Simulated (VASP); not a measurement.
Set up this calculation in VASP 6.6.1, as the native input.

| Item | Value |
| --- | --- |
| Task | single point |
| Functional | PBEsol |
| Potentials or basis | VASP PAW PBE potentials, release 64 (Zn, O) |
| Cutoff | 520 eV |
| k mesh | 9 × 9 × 6 |
| Occupations | gaussian, width 0.01 eV |
| Spin | no spin polarisation |
| Dipole correction | no |
| Further INCAR settings | ALGO = Normal; EDIFF = 1e-07; NBANDS = 26 |

The structure of ZnO (sol) lies in POSCAR:

```
ZnO
1.0
    3.2309096810      0.0000000000      0.0000000000
   -1.6154548405      2.7980498610      0.0000000000
    0.0000000000      0.0000000000      5.2156080124
Zn O
2 2
Direct
    0.3333333333      0.6666666667     -0.0590000000
    0.6666666667      0.3333333333      0.4410000000
    0.3333333333      0.6666666667      0.4410000000
    0.6666666667      0.3333333333      0.9410000000
```

These files were run (other wordings do the same):

INCAR

```
SYSTEM = ZnO
ALGO = Normal
EDIFF = 1E-7
ENCUT = 520
GGA = PS
ISIF = 2
ISMEAR = 0
LASPH = .True.
LCHARG = .False.
LREAL = .False.
LWAVE = .False.
NBANDS = 26
NELM = 60
PREC = Accurate
SIGMA = 0.01
```

KPOINTS

```
k-points
0
Gamma
  9 9 6
  0 0 0
```

Potentials or basis: VASP PAW PBE potentials, release 64 (Zn, O).

Command:

```console
$ cat potpaw_PBE.64/Zn/POTCAR potpaw_PBE.64/O/POTCAR > POTCAR
$ mpirun -np 1 vasp_std > vasp.out
```

It gave:

The pressure is 8.4 GPa and the band gap on the k mesh is 0.82 eV, direct.

Caveat: the PAW data sets were made with another functional, which shifts forces and pressure a little.

Run time: 30 s on 1 thread of Intel(R) Xeon(R) Platinum 8488C (Sapphire Rapids) (shared host), peak memory 0.18 GiB.
